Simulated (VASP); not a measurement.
Write the native input for VASP 6.6.1 that does the following.

- Task: single point
- Functional: PBE
- Potentials or basis: VASP PAW PBE potentials, release 64 (W_sv, Se)
- Cutoff: 520 eV
- k mesh: 12 × 12 × 2
- Occupations: gaussian, width 0.02 eV
- Spin: no spin polarisation
- Dipole correction: no
- Further INCAR settings: ALGO = Normal; EDIFF = 1e-07; NBANDS = 35

The structure of WSe2 lies in POSCAR:

```
WSe2
1.0
    3.3541965461      0.0000000000      0.0000000000
   -1.6770982730      2.9048194182      0.0000000000
    0.0000000000      0.0000000000     15.1942591103
W Se
2 4
Direct
    0.6666666667      0.3333333333      0.7500000000
    0.3333333333      0.6666666667      0.2500000000
    0.3333333333      0.6666666667      0.8596529217
    0.6666666667      0.3333333333      0.3596529217
    0.3333333333      0.6666666667      0.6403470783
    0.6666666667      0.3333333333      0.1403470783
```

These files were run (other wordings do the same):

INCAR

```
SYSTEM = WSe2
ALGO = Normal ; EDIFF = 1E-7
ENCUT = 520 ; GGA = PE
ISIF = 2 ; ISMEAR = 0
LASPH = .TRUE. ; LCHARG = .FALSE.
LREAL = .FALSE. ; LWAVE = .FALSE.
NBANDS = 35 ; NELM = 60
PREC = Accurate ; SIGMA = 0.02
```

KPOINTS

```
k-points
0
G
  12 12 2
  0 0 0
```

Potentials or basis: VASP PAW PBE potentials, release 64 (W_sv, Se).

Command:

```bash
$ cat potpaw_PBE.64/W_sv/POTCAR potpaw_PBE.64/Se/POTCAR > POTCAR
$ mpirun -np 1 vasp_std > vasp.out
```

Results of the run:

```yaml
Pressure: -1.0 GPa
Largest_force: 0.042 eV/Å
Band_gap_on_the_k_mesh: 1.40 eV, indirect (least direct gap 1.41 eV)
```

Caveat: spin-orbit coupling is left out, which moves the levels of the heavy elements; this functional lacks dispersion, which binds the layers, so the pressure and a relaxed spacing across them are unreliable.

It took 7.1 min on 1 thread of AMD EPYC 7R13, with other jobs on the host, peak memory 0.35 GiB.
